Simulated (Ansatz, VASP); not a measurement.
# Cr in VASP and in Ansatz

```
Cr
1.0
    -1.41496    1.41496    1.41496
     1.41496   -1.41496    1.41496
     1.41496    1.41496   -1.41496
Cr
1
Direct
  0.00000 0.00000 0.00000
```

Alike in both runs: task single point; functional r2SCAN; k mesh 15 × 15 × 15; occupations methfessel-paxton of order 1, width 0.1 eV; no spin polarisation.

```csv
,VASP,Ansatz
version,VASP 6.6.1,Ansatz 0.2.0
potentials or method,"VASP PAW PBE potentials, release 64 (Cr_pv), cutoff 550 eV","plane waves (500 eV) with PAW, scalar-relativistic"
valence electrons in the cell,12,14
```

Ansatz gave:

```
pressure (GPa) : 0.0
```

Which values does VASP return?

Pressure (GPa): 0.6.

VASP's potentials were made for PBE, not for r2SCAN. With one functional, cell and mesh, what is left measures potentials, basis and numerics. VASP's potentials hold 12 valence electrons a cell and Ansatz's 14, so a difference there can come from the potentials and not from the codes.
